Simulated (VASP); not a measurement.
Here is a VASP 6.6.1 calculation.

Contents of POSCAR:

```
Ru
1.0
    2.7059477279      0.0000000000      0.0000000000
   -1.3529738639      2.3434194737      0.0000000000
    0.0000000000      0.0000000000      4.2579056513
Ru
2
Direct
    0.3333333333      0.6666666667      0.2500000000
    0.6666666667      0.3333333333      0.7500000000
```

The input INCAR.step1:

```
  PREC = Accurate
  ENCUT = 520
  ISMEAR = -1
  SIGMA = 0.2
  LREAL = False
  LASPH = True
  NELM = 80
  NBANDS = 21
  GGA = PE
  ALGO = Normal
  EDIFF = 1E-4
  LWAVE = True
  LCHARG = False
```

INCAR.step2

```
  PREC = Accurate
  ENCUT = 520
  EDIFF = 1E-6
  ISMEAR = -1
  SIGMA = 0.2
  LREAL = False
  LASPH = True
  NELM = 80
  ALGO = Normal
  ISIF = 2
  LWAVE = False
  LCHARG = False
  METAGGA = R2SCAN
  LMIXTAU = True
  NBANDS = 21
  ISTART = 1
```

Contents of KPOINTS:

```
regular mesh
0
Gamma
  13 13 8
```

Potentials or basis: VASP PAW PBE potentials, release 64 (Ru_pv).

Run with:

```sh
$ cat potpaw_PBE.64/Ru_pv/POTCAR > POTCAR
$ cp INCAR.step1 INCAR
$ mpirun -np 1 vasp_std > vasp.out
$ cp INCAR.step2 INCAR
$ mpirun -np 1 vasp_std > vasp.out
```

(1) Predict the band gap on the k mesh.

(2) Predict the pressure.

Answers

(1) zero (band 14 reaches 14.43 eV, above the bottom of band 15 at 11.18 eV).

(2) 2.3 GPa.

Caveat: the PAW data sets were made with another functional, which shifts forces and pressure a little.
